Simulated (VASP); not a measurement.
# Cs (Fm-3m) in VASP: further runs, part 2 of 2

VASP 6.6.1. Earlier steps stand in the parts before.

## 4. Single point, r2SCAN

This run uses another cell than the first one, of 128.03 Å³/atom.

The input, POSCAR:

```
Cs
1.0
    0.0000000000      4.0002934844      4.0002934844
    4.0002934844      0.0000000000      4.0002934844
    4.0002934844      4.0002934844      0.0000000000
Cs
1
Direct
    0.0000000000      0.0000000000      0.0000000000
```

The input, INCAR.step1:

```
  PREC = Accurate
  ENCUT = 520
  ISMEAR = -1
  SIGMA = 0.05
  LREAL = F
  LASPH = T
  NELM = 60
  NBANDS = 10
  GGA = PE
  ALGO = Normal
  EDIFF = 1E-4
  LWAVE = T
  LCHARG = F
```

The input, INCAR.step2:

```
  PREC = Accurate
  ENCUT = 520
  EDIFF = 1E-6
  ISMEAR = -1
  SIGMA = 0.05
  LREAL = F
  LASPH = T
  NELM = 60
  ALGO = Normal
  ISIF = 2
  LWAVE = F
  LCHARG = F
  METAGGA = R2SCAN
  LMIXTAU = T
  NBANDS = 10
  ISTART = 1
```

The input, KPOINTS:

```
regular mesh
0
Gamma
  6 6 6
```

Potentials or basis: VASP PAW PBE potentials, release 64 (Cs_sv).

Run with:

```bash
cat potpaw_PBE.64/Cs_sv/POTCAR > POTCAR
cp INCAR.step1 INCAR
mpirun -np 1 vasp_std > vasp.out
cp INCAR.step2 INCAR
mpirun -np 1 vasp_std > vasp.out
```

OUTCAR:

```text
PREC = Accurate
   ENCUT = 520
   EDIFF = 1E-6
   ISMEAR = -1
   LREAL = F
   LASPH = T
   NELM = 60
   ISIF = 2
   METAGGA = R2SCAN
   ISTART = 1

 ion  position               nearest neighbor table
   1  0.000  0.000  0.000-

  LATTYP: Found a face centered cubic cell.
 ALAT       =     8.0005869688

  Lattice vectors:

 A1 = (   0.0000000000,   4.0002934844,   4.0002934844)
[... 375 lines left out ...]
      7       1.5302      0.00000
      8       2.8820      0.00000
      9       4.6003      0.00000
     10       4.8399      0.00000

------------------------ aborting loop because EDIFF is reached ----------------------------------------

  FORCE on cell =-STRESS in cart. coord.  units (eV):
  Direction    XX          YY          ZZ          XY          YZ          ZX
  --------------------------------------------------------------------------------------
  -------------------------------------------------------------------------------------
  Total       -0.0296163     -0.0296163     -0.0296163      0.0000000     -0.0000000      0.0000000
  in kB       -0.3706261     -0.3706261     -0.3706261      0.0000000     -0.0000000      0.0000000
  external PRESSURE =      -0.3706261 kB  Pullay stress =       0.0000000 kB

 VOLUME and BASIS-vectors are now :
 -----------------------------------------------------------------------------
  energy-cutoff  :      520.00
  volume of cell :      128.03
      direct lattice vectors                 reciprocal lattice vectors
     0.000000000  4.000293484  4.000293484    -0.124990829  0.124990829  0.124990829
     4.000293484  0.000000000  4.000293484     0.124990829 -0.124990829  0.124990829
     4.000293484  4.000293484  0.000000000     0.124990829  0.124990829 -0.124990829

 POSITION                                       TOTAL-FORCE (eV/Angst)
 -----------------------------------------------------------------------------------
      0.00000      0.00000      0.00000         0.000000      0.000000     -0.000000
 -----------------------------------------------------------------------------------
    total drift:                               -0.000000     -0.000000     -0.000000

  FREE ENERGIE OF THE ION-ELECTRON SYSTEM (eV)
  ---------------------------------------------------
  free  energy   TOTEN  =       -25.0133240359 eV

  energy  without entropy=      -25.0024321020  energy(sigma->0) =      -25.00787807
```

Run time: 98 s. Hardware: 1 thread of Intel Xeon Platinum 8488C (Sapphire Rapids), shared host; peak memory 0.27 GiB.

Results:

- Free energy: -25.0133 eV
- Pressure: 0.0 GPa
- Band gap on the k mesh: zero (an odd number of electrons rules out a gap without spin polarisation)

Levels at points of the mesh, in eV from the Fermi level:
```csv
k point,band 3,band 4,band 5,band 6,band 7,band 8
"(0.00, 0.00, 0.00)",-11.21,-11.21,-1.65,2.72,2.72,2.72
"(0.50, 0.00, 0.00)",-11.22,-11.22,0.11,0.61,2.56,2.56
"(0.50, 0.50, 0.00)",-11.24,-11.24,0.39,1.24,1.32,4.06
```

Caveat: the PAW data sets were made with another functional, which shifts forces and pressure a little; spin-orbit coupling is left out, which moves the levels of the heavy elements.

## 5. Single point, r2SCAN

This run uses another cell than the first one, of 130.49 Å³/atom.

The input, POSCAR:

```
Cs
1.0
    0.0000000000      4.0257737477      4.0257737477
    4.0257737477      0.0000000000      4.0257737477
    4.0257737477      4.0257737477      0.0000000000
Cs
1
Direct
    0.0000000000      0.0000000000      0.0000000000
```

The input, INCAR.step1:

```
SYSTEM = Cs
  ALGO = Normal
  EDIFF = 1E-4
  ENCUT = 520
  GGA = PE
  ISMEAR = -1
  LASPH = .TRUE.
  LCHARG = .FALSE.
  LREAL = .FALSE.
  LWAVE = .TRUE.
  NBANDS = 10
  NELM = 80
  PREC = Accurate
  SIGMA = 0.05
```

The input, INCAR.step2:

```
SYSTEM = Cs
  ALGO = Normal
  EDIFF = 1E-7
  ENCUT = 520
  ISIF = 2
  ISMEAR = -1
  ISTART = 1
  LASPH = .TRUE.
  LCHARG = .TRUE.
  LELF = .TRUE.
  LMIXTAU = .TRUE.
  LREAL = .FALSE.
  LVHAR = .TRUE.
  LWAVE = .FALSE.
  METAGGA = R2SCAN
  NBANDS = 10
  NELM = 80
  PREC = Accurate
  SIGMA = 0.05
```

The input, KPOINTS:

```
k-points
0
G
  6 6 6
  0 0 0
```

Run with:

```bash
cat potpaw_PBE.64/Cs_sv/POTCAR > POTCAR
cp INCAR.step1 INCAR
mpirun -np 1 vasp_std > vasp.out
cp INCAR.step2 INCAR
mpirun -np 1 vasp_std > vasp.out
```

Wall time 2 min (1 thread of Intel Xeon Platinum 8488C (Sapphire Rapids), shared host); peak memory 0.27 GiB.

The run converged. Its results:

| Item | Value |
| --- | --- |
| Free energy | -25.0126 eV |
| Pressure | -0.1 GPa |
| Band gap on the k mesh | zero (an odd number of electrons rules out a gap without spin polarisation) |

Levels at points of the mesh, in eV from the Fermi level:
```csv
k point,band 2,band 3,band 4,band 5,band 6,band 7,band 8,band 9
"(0.00, 0.00, 0.00)",-11.22,-11.22,-11.22,-1.63,2.71,2.71,2.71,3.77
"(0.50, 0.00, 0.00)",-11.31,-11.23,-11.23,0.12,0.60,2.55,2.55,4.47
"(0.50, 0.50, 0.00)",-11.30,-11.25,-11.25,0.40,1.25,1.29,4.01,4.01
```

Caveat: the PAW data sets were made with another functional, which shifts forces and pressure a little; spin-orbit coupling is left out, which moves the levels of the heavy elements.

## 6. Single point, PBE

The input, INCAR:

```
SYSTEM = Cs
ALGO     = Normal         ! electronic algorithm
EDIFF    = 1E-6           ! SCF threshold, eV
ENCUT    = 400            ! plane-wave cutoff, eV
GGA      = PE             ! functional
GGA_COMPAT= .False.      
ISIF     = 2              ! what is computed and relaxed
ISMEAR   = 1              ! smearing method
LASPH    = .True.         ! aspherical terms in the spheres
LCHARG   = .False.        ! write CHGCAR
LREAL    = .False.        ! projectors in reciprocal space
LWAVE    = .False.        ! write WAVECAR
NELM     = 120            ! most SCF steps
PREC     = Accurate       ! precision mode
SIGMA    = 0.1            ! smearing width, eV
```

The input, KPOINTS:

```
k-points
0
Gamma
  7 7 7
```

The input, POSCAR:

```
Cs
1.0
    0.0000000000      3.9483357400      3.9483357400
    3.9483357400      0.0000000000      3.9483357400
    3.9483357400      3.9483357400      0.0000000000
Cs
1
Direct
    0.0000000000      0.0000000000      0.0000000000
```

Potentials or basis: VASP PAW PBE potentials, release 64 (Cs_sv).

Run with:

```bash
cat potpaw_PBE.64/Cs_sv/POTCAR > POTCAR
mpirun -np 1 vasp_std > vasp.out
```

Run time: 9.1 s. Hardware: 1 thread of Intel Xeon Platinum 8488C (Sapphire Rapids), shared host; peak memory 0.19 GiB.

Results (log left out):

* Free energy: -0.8568 eV
* Pressure: -0.1 GPa
* Band gap on the k mesh: zero (an odd number of electrons rules out a gap without spin polarisation)

Levels at points of the mesh, in eV from the Fermi level:
```
           k point  band 3  band 4  band 5  band 6  band 7  band 8
(0.00, 0.00, 0.00)  -10.74  -10.74   -1.70    2.32    2.32    2.32
```

Caveat: spin-orbit coupling is left out, which moves the levels of the heavy elements.

## 7. Overview

| level | cell | k mesh | cutoff (eV) | smearing | dipole correction | grid for exact exchange (PRECFOCK) | share of exact exchange | tolerance level | purpose | gap on the mesh (eV) | pressure (GPa) |
| --- | --- | --- | --- | --- | --- | --- | --- | --- | --- | --- | --- |
| PBE0 | a = 5.584 Å, angles 60.0°, 1 atom | 4 × 4 × 4 | 520 | fermi-dirac 0.05 eV | no | Normal | 0.25 | - | - | none | 0.0 |
| r2SCAN0 | a = 5.584 Å, angles 60.0°, 1 atom | 4 × 4 × 4 | 520 | fermi-dirac 0.05 eV | no | Normal | 0.25 | - | - | none | 0.0 |
| r2SCAN | a = 5.657 Å, angles 60.0°, 1 atom | 6 × 6 × 6 | 520 | fermi-dirac 0.05 eV | no | - | - | - | - | none | 0.0 |
| r2SCAN | a = 5.693 Å, angles 60.0°, 1 atom | 6 × 6 × 6 | 520 | fermi-dirac 0.05 eV | no | - | - | - | - | none | -0.1 |
| PBE | a = 5.584 Å, angles 60.0°, 1 atom | 7 × 7 × 7 | 400 | methfessel-paxton 0.1 eV | - | - | - | tight | restart | none | -0.1 |

Alike in all rows: task single point; potentials or basis VASP PAW PBE potentials, release 64 (Cs_sv); no spin polarisation.

Caveats: spin-orbit coupling is left out, which moves the levels of the heavy elements; the PAW data sets were made with another functional, which shifts forces and pressure a little (at least some runs).

Absolute energies hang on the potentials; compare differences alone.
